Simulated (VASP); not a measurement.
TiB2:

```
Ti B
1.0
     3.02920    0.00000    0.00000
    -1.51460    2.62336    0.00000
     0.00000    0.00000    3.22840
Ti B
1 2
Cartesian
  0.0000 0.0000 0.0000
  1.5146 0.8745 1.6142
  0.0000 1.7489 1.6142
```

| Property | Result |
| --- | --- |
| Program | VASP 6.6.1 |
| Task | relaxation of cell and atoms |
| Functional | PBEsol |
| Potentials or basis | VASP PAW PBE potentials, release 64 (Ti_sv, B) |
| Cutoff | 600 eV |
| k mesh | 10 × 10 × 8 |
| Occupations | fermi-dirac, width 0.05 eV |
| Spin | no spin polarisation |

At the start: pressure -4.7 GPa; volume 8.55 Å³/atom.

Where does the relaxation end?

Over 4 steps the energy falls by 2.8 meV/atom and the volume is 8.39 Å³/atom (-1.9 %); space group P6/mmm (No. 191, to 0.05 Å).

Step by step:
| step | energy change (eV) | largest force (eV/Å) | pressure (GPa) | volume (Å³) |
| --- | --- | --- | --- | --- |
| 1 | 0.0000 | 0.0000 | -4.73 | 25.66 |
| 2 | -0.0020 | 0.0000 | 4.82 | 24.73 |
| 3 | -0.0080 | 0.0000 | 0.23 | 25.15 |
| 4 | -0.0085 | 0.0000 | 0.00 | 25.16 |

Final structure:
```
CELL_PARAMETERS angstrom
3.01781 0.00000 0.00000
-1.50890 2.61350 0.00000
0.00000 0.00000 3.18972
ATOMIC_POSITIONS crystal
Ti 0.00000 0.00000 0.00000
B 0.66667 0.33333 0.50000
B 0.33333 0.66667 0.50000
```

Caveat: the PAW data sets were made with another functional, which shifts forces and pressure a little.
